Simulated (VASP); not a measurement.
Here is a VASP 6.6.1 calculation.

Contents of INCAR:

```
PREC = Accurate ; ENCUT = 520
EDIFF = 1E-7 ; ISMEAR = -1
SIGMA = 0.05 ; LREAL = F
LASPH = T ; NELM = 100
ALGO = Normal ; ISIF = 2
LWAVE = F ; LCHARG = F
NBANDS = 17
```

The input KPOINTS:

```
regular mesh
0
Gamma
  12 12 12
```

Contents of POSCAR:

```
TiSi2
1.0
   -1.4826264035      1.7234689397      4.2399784024
    1.4826264035     -1.7234689397      4.2399784024
    1.4826264035      1.7234689397     -4.2399784024
Ti Si
1 2
Direct
    0.0000000000      0.0000000000      0.0000000000
    0.6700780000      0.6700780000      0.0000000000
    0.3299220000      0.3299220000      0.0000000000
```

Potentials or basis: VASP PAW LDA potentials, release 64 (Ti_sv, Si).

Launch:

```bash
$ cat potpaw_LDA.64/Ti_sv/POTCAR potpaw_LDA.64/Si/POTCAR > POTCAR
$ mpirun -np 1 vasp_std > vasp.out
```

Problem. Estimate the largest force.

Solution. 0.125 eV/Å.

Problem. Predict the band gap on the k mesh.

Solution. Zero (band 10 reaches 10.91 eV, above the bottom of band 11 at 8.68 eV).

Problem. Estimate the pressure.

Solution. -8.8 GPa.

Forces in eV/Å, atoms in the order of the input:
```
Ti   0.000  0.000  0.000
Si   0.000  0.000 -0.125
Si   0.000  0.000  0.125
```
